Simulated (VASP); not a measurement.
# BP (pbesol) (F-43m) in VASP: notebook

BP (pbesol) is run at these levels: PBEsol; tasks: single point.

Program: VASP 6.6.1. These are calculated values, not measurements. Logs are shortened: lines on timing, memory, paths and dates and some standing lists are left out, and cuts for length are marked.

### 1 The cell of the first run

It takes space group F-43m (No. 216, cubic). Conventional cell: a = 4.609 Å, b = 4.609 Å, c = 4.609 Å, α = 90.00°, β = 90.00°, γ = 90.00°. Within 2.6 Å of B (site symmetry -43m) lie 4 P at 2.00 Å. P (site symmetry -43m) has 4 B at 2.00 Å within 2.6 Å.

### 2 Single point, PBEsol (volume scaled by 1.06)

Input file INCAR:

```
SYSTEM = BP
  PREC = Accurate
  ENCUT = 500
  EDIFF = 1E-6
  ISMEAR = 0
  SIGMA = 0.02
  LREAL = .FALSE.
  LASPH = .TRUE.
  NELM = 120
  ALGO = Normal
  ISIF = 2
  LWAVE = .FALSE.
  LCHARG = .TRUE.
  GGA = PS
  LELF = .TRUE.
  LVHAR = .TRUE.
  NBANDS = 11
  GGA_COMPAT = .FALSE.
```

Input file KPOINTS:

```
Automatic mesh
0
G
  10 10 10
  0 0 0
```

Input file POSCAR:

```
BP
1.0
    0.0000000000      2.3044129867      2.3044129867
    2.3044129867      0.0000000000      2.3044129867
    2.3044129867      2.3044129867      0.0000000000
B P
1 1
Direct
    0.0000000000      0.0000000000      0.0000000000
    0.2500000000      0.2500000000      0.2500000000
```

Potentials or basis: VASP PAW PBE potentials, release 64 (B, P).

Launch:

```
cat potpaw_PBE.64/B/POTCAR potpaw_PBE.64/P/POTCAR > POTCAR
mpirun -np 1 vasp_std > vasp.out
```

OUTCAR:

```text
SYSTEM = BP
   PREC = Accurate
   ENCUT = 500
   EDIFF = 1E-6
   ISMEAR = 0
   LREAL = .FALSE.
   LASPH = .TRUE.
   NELM = 120
   ISIF = 2
   GGA = PS

 ion  position               nearest neighbor table
   1  0.000  0.000  0.000-   2 2.00   2 2.00   2 2.00   2 2.00
   2  0.250  0.250  0.250-   1 2.00   1 2.00   1 2.00   1 2.00

  LATTYP: Found a face centered cubic cell.
 ALAT       =     4.6088259734

  Lattice vectors:

 A1 = (   0.0000000000,   2.3044129867,   2.3044129867)
 A2 = (   2.3044129867,   0.0000000000,   2.3044129867)
 A3 = (   2.3044129867,   2.3044129867,   0.0000000000)

Analysis of symmetry for initial positions (statically):
=====================================================================
 Subroutine PRICEL returns:
 Original cell was already a primitive cell.

 Routine SETGRP: Setting up the symmetry group for a
 face centered cubic supercell.

 Subroutine GETGRP returns: Found 24 space group operations
 (whereof 24 operations were pure point group operations)
 out of a pool of 48 trial point group operations.

The static configuration has the point symmetry T_d .

Analysis of symmetry for dynamics (positions and initial velocities):
=====================================================================
 Subroutine PRICEL returns:
 Original cell was already a primitive cell.

 Routine SETGRP: Setting up the symmetry group for a
 face centered cubic supercell.

 Subroutine GETGRP returns: Found 24 space group operations
 (whereof 24 operations were pure point group operations)
 out of a pool of 48 trial point group operations.

The dynamic configuration has the point symmetry T_d .

 Subroutine INISYM returns: Found 24 space group operations
 (whereof 24 operations are pure point group operations),
 and found     1 'primitive' translations

----------------------------------------------------------------------------------------

                                     Primitive cell

  volume of cell :      24.4743

  direct lattice vectors                    reciprocal lattice vectors
     0.000000000  2.304412987  2.304412987    -0.216974997  0.216974997  0.216974997
     2.304412987  0.000000000  2.304412987     0.216974997 -0.216974997  0.216974997
     2.304412987  2.304412987  0.000000000     0.216974997  0.216974997 -0.216974997

  length of vectors
     3.258932099  3.258932099  3.258932099     0.375811718  0.375811718  0.375811718

  position of ions in fractional coordinates (direct lattice)
     0.000000000  0.000000000  0.000000000
     0.250000000  0.250000000  0.250000000

  ion indices of the primitive-cell ions
[... 79 lines left out ...]
   IBRION =     -1    ionic relax: 0-MD 1-quasi-New 2-CG
   NFREE  =      0    steps in history (QN), initial steepest desc. (CG)
   ISIF   =      2    stress and relaxation
   ISYM   =      2    0-nonsym 1-usesym 2-fastsym
   POTIM  = 0.5000    time-step for ionic-motion
   TEBEG  =    0.0;   TEEND  =   0.0 temperature during run
   PSTRESS=    0.0 pullay stress
   NELECT =       8.0000    total number of electrons
   NUPDOWN=      -1.0000    fix difference up-down
   EMIN   =  10.00;   EMAX   =-10.00  energy-range for DOS
   EFERMI =   0.00;   METHOD = LEGACY
   ISMEAR =     0;   SIGMA  =   0.02  broadening in eV -4-tet -1-fermi 0-gaus
   EFERMI_NEDOS =   21; number of points for ismear=-14 and -15
   IALGO  =     38    algorithm
   IMIX   =      4    mixing-type and parameters
     AMIX     =   0.40;   BMIX     =  1.00
     AMIX_MAG =   1.60;   BMIX_MAG =  1.00
  volume/ion in A,a.u.               =      12.24        82.58
  Fermi-wavevector in a.u.,A,eV,Ry     =   1.127720  2.131081 17.303234  1.271752
  Thomas-Fermi vector in A             =   2.264407
   LORBIT       =      0    0 simple, 1 ext, 2 COOP (PROOUT), +10 PAW based schemes
   GGA     = PS    functional components
   LHFCALC =     F    Hartree Fock is set to
   AEXX    =    0.0000 exact exchange contribution
   IVDW    =     0    specifies the selected vdW correction
   LEPSILON=     F    determine dielectric tensor
   LRPA    =     F    only Hartree local field effects (RPA)
 non-spin polarized calculation
 Gauss-broadening in eV      SIGMA  =   0.02
  energy-cutoff  :      500.00
  volume of cell :       24.47
 maximum number of plane-waves:       636
   NGX = 11   NGY = 11   NGZ = 11

 number of electron       7.9999999 magnetization

 Free energy of the ion-electron system (eV)
  ---------------------------------------------------
  ext. energy  EPLUGINS =         0.00000000
  ---------------------------------------------------
  free energy    TOTEN  =       -13.63474935 eV

  energy without entropy =      -13.63474935  energy(sigma->0) =      -13.63474935

 E-fermi :   6.9614     XC(G=0): -10.8511

 val. band max:        6.8645593553   @ k =   0.0000   0.0000   0.0000
 cond. band min:       8.0548490213   @ k =   0.4000   0.4000   0.0000
 fundamental gap:      1.1902896660
 Fermi energy:         6.9613940603

 k-point     1 :       0.0000    0.0000    0.0000
  band No.  band energies     occupation
      1      -8.2243      2.00000
      2       6.8646      2.00000
      3       6.8646      2.00000
      4       6.8646      2.00000
      5      10.1571      0.00000
      6      10.1571      0.00000
      7      10.1571      0.00000
      8      13.5155      0.00000
      9      17.7993      0.00000
     10      18.8532      0.00000
     11      18.8532      0.00000
[... 309 lines left out ...]
 k-point    24 :       0.4000    0.3000    0.0000
  band No.  band energies     occupation
      1      -5.3948      2.00000
      2       0.8004      2.00000
      3       2.9474      2.00000
      4       3.4658      2.00000
      5       8.6095      0.00000
      6      10.3707      0.00000
      7      15.9762      0.00000
      8      16.0309      0.00000
      9      20.2639      0.00000
     10      21.8638      0.00000
     11      23.1306      0.00000

 [... further k-points ...]
[... 5 lines left out ...]
  --------------------------------------------------------------------------------------
  -------------------------------------------------------------------------------------
  Total       -1.3346919     -1.3346919     -1.3346919      0.0000000     -0.0000000      0.0000000
  in kB      -87.3736852    -87.3736852    -87.3736852      0.0000000     -0.0000000      0.0000000
  external PRESSURE =     -87.3736852 kB  Pullay stress =       0.0000000 kB

 VOLUME and BASIS-vectors are now :
 -----------------------------------------------------------------------------
  energy-cutoff  :      500.00
  volume of cell :       24.47
      direct lattice vectors                 reciprocal lattice vectors
     0.000000000  2.304412987  2.304412987    -0.216974997  0.216974997  0.216974997
     2.304412987  0.000000000  2.304412987     0.216974997 -0.216974997  0.216974997
     2.304412987  2.304412987  0.000000000     0.216974997  0.216974997 -0.216974997

 POSITION                                       TOTAL-FORCE (eV/Angst)
 -----------------------------------------------------------------------------------
      0.00000      0.00000      0.00000         0.000000      0.000000      0.000000
      1.15221      1.15221      1.15221        -0.000000     -0.000000     -0.000000
 -----------------------------------------------------------------------------------
    total drift:                                0.000000      0.000000      0.000000

  FREE ENERGIE OF THE ION-ELECTRON SYSTEM (eV)
  ---------------------------------------------------
  free  energy   TOTEN  =       -13.6347493504 eV

  energy  without entropy=      -13.6347493504  energy(sigma->0) =      -13.63474935
```

OSZICAR:

```text
N       E                     dE             d eps       ncg     rms          rms(c)
DAV:   1     0.792509911087E+01    0.79251E+01   -0.38780E+03  1034   0.629E+02
DAV:   2    -0.136346075891E+02   -0.21560E+02   -0.20491E+02  1348   0.107E+02
DAV:   3    -0.142468854960E+02   -0.61228E+00   -0.61007E+00  1321   0.155E+01
DAV:   4    -0.142497806456E+02   -0.28951E-02   -0.28949E-02  1185   0.118E+00
DAV:   5    -0.142497955629E+02   -0.14917E-04   -0.14917E-04  1267   0.877E-02    0.655E+00
DAV:   6    -0.137288741497E+02    0.52092E+00   -0.11654E+00  1163   0.446E+00    0.351E+00
DAV:   7    -0.136434478098E+02    0.85426E-01   -0.19378E-01  1280   0.217E+00    0.117E+00
DAV:   8    -0.136345411429E+02    0.89067E-02   -0.23217E-02  1197   0.839E-01    0.152E-01
DAV:   9    -0.136346823453E+02   -0.14120E-03   -0.68517E-04  1187   0.175E-01    0.862E-02
DAV:  10    -0.136347449459E+02   -0.62601E-04   -0.10816E-04  1150   0.636E-02    0.203E-02
DAV:  11    -0.136347489617E+02   -0.40158E-05   -0.46167E-06  1322   0.135E-02    0.224E-02
DAV:  12    -0.136347493504E+02   -0.38868E-06   -0.18987E-06   814   0.625E-03
   1 F= -.13634749E+02 E0= -.13634749E+02  d E =-.223169E-14
```

Wall time 6.7 s (1 thread of Intel Xeon 6975P-C, shared host); peak memory 0.13 GiB.

Results:

```yaml
Free_energy: -13.6347 eV
Pressure: -8.7 GPa
Band_gap_on_the_k_mesh: 1.19 eV, indirect (least direct gap 3.29 eV)
```

Caveat: the PAW data sets were made with another functional, which shifts forces and pressure a little. A k mesh can miss the band edges.

### 3 Single point, PBEsol (volume scaled by 1.09)

Input file INCAR:

```
SYSTEM = BP
ALGO     = Normal         ! electronic algorithm
EDIFF    = 1E-6           ! SCF threshold, eV
ENCUT    = 500            ! plane-wave cutoff, eV
GGA      = PS             ! functional
GGA_COMPAT= .FALSE.      
ISIF     = 2              ! what is computed and relaxed
ISMEAR   = 0              ! smearing method
LASPH    = .TRUE.         ! aspherical terms in the spheres
LCHARG   = .TRUE.         ! write CHGCAR
LELF     = .TRUE.         ! ELF
LREAL    = .FALSE.        ! projectors in reciprocal space
LVHAR    = .TRUE.       
LWAVE    = .FALSE.        ! write WAVECAR
NBANDS   = 11             ! bands
NELM     = 120            ! most SCF steps
PREC     = Accurate       ! precision mode
SIGMA    = 0.02           ! smearing width, eV
```

Input file KPOINTS:

```
k-points
0
G
  10 10 10
  0 0 0
```

Input file POSCAR:

```
BP
1.0
    0.0000000000      2.3259508050      2.3259508050
    2.3259508050      0.0000000000      2.3259508050
    2.3259508050      2.3259508050      0.0000000000
B P
1 1
Direct
    0.0000000000      0.0000000000      0.0000000000
    0.2500000000      0.2500000000      0.2500000000
```

Potentials or basis: VASP PAW PBE potentials, release 64 (B, P).

Launch:

```
cat potpaw_PBE.64/B/POTCAR potpaw_PBE.64/P/POTCAR > POTCAR
mpirun -np 1 vasp_std > vasp.out
```

Run time: 7.2 s. Hardware: 1 thread of Intel Xeon 6975P-C, shared host; peak memory 0.14 GiB.

Results (log left out):

```yaml
Free_energy: -13.5894 eV
Pressure: -12.3 GPa
Band_gap_on_the_k_mesh: 1.22 eV, indirect (least direct gap 3.26 eV)
```

Levels at points of the mesh, in eV from the valence-band top:
```tsv
k point	band 2	band 3	band 4	band 5	band 6	band 7
(0.00, 0.00, 0.00)	0.00	0.00	0.00	3.26	3.26	3.26
(0.50, 0.00, 0.00)	-8.58	-1.67	-1.67	3.30	4.60	4.60
(0.50, 0.50, 0.00)	-8.22	-3.88	-3.88	1.36	1.58	11.41
```

Caveat: the PAW data sets were made with another functional, which shifts forces and pressure a little.
